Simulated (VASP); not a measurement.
Write the native input for VASP 6.6.1 that does the following.

- Task: single point
- Functional: PBEsol
- Potentials or basis: VASP PAW PBE potentials, release 64 (Te, Hg)
- Cutoff: 520 eV
- k mesh: 8 × 8 × 1
- Occupations: gaussian, width 0.1 eV
- Spin: no spin polarisation
- Dipole correction: yes
- Further INCAR settings: ALGO = Normal; EDIFF = 1e-06; NBANDS = 49

The structure of Hg4Te5 lies in POSCAR:

```
Hg4Te5
1.0
    4.6045185716      0.0000000000      0.0000000000
    0.0000000000      4.6045185716      0.0000000000
    0.0000000000      0.0000000000     28.0235452243
Te Hg
5 4
Direct
    0.5000000000      0.0000000000      0.2676320908
    0.0000000000      0.5000000000      0.3838160454
    0.5000000000      0.0000000000      0.5000000000
    0.0000000000      0.5000000000      0.6161839546
    0.5000000000      0.0000000000      0.7323679092
    0.5000000000      0.5000000000      0.3257240681
    0.0000000000      0.0000000000      0.4419080227
    0.5000000000      0.5000000000      0.5580919773
    0.0000000000      0.0000000000      0.6742759319
```

One way to write it, as run:

INCAR

```
ALGO = Normal
DIPOL = 0.5 0.5 0.500
EDIFF = 1E-6
ENCUT = 520
GGA = PS
IDIPOL = 3
ISIF = 2
ISMEAR = 0
LASPH = T
LCHARG = T
LDIPOL = T
LELF = T
LREAL = F
LVACPOTAV = T
LVHAR = T
LWAVE = F
NBANDS = 49
NELM = 80
PREC = Accurate
SIGMA = 0.1
```

KPOINTS

```
k-points
0
Gamma
  8 8 1
```

Potentials or basis: VASP PAW PBE potentials, release 64 (Te, Hg).

Launch:

```bash
$ cat potpaw_PBE.64/Te/POTCAR potpaw_PBE.64/Hg/POTCAR > POTCAR
$ mpirun -np 1 vasp_std > vasp.out
```

It gave:

The largest force is 0.506 eV/Å and the band gap on the k mesh is zero (bands 39 and 40 overlap by 1.26 eV).

Caveat: the PAW data sets were made with another functional, which shifts forces and pressure a little; spin-orbit coupling is left out, which moves the levels of the heavy elements.

Wall time 7.6 min on 1 thread of Intel(R) Xeon(R) 6975P-C (Granite Rapids) (shared host), peak memory 0.78 GiB.
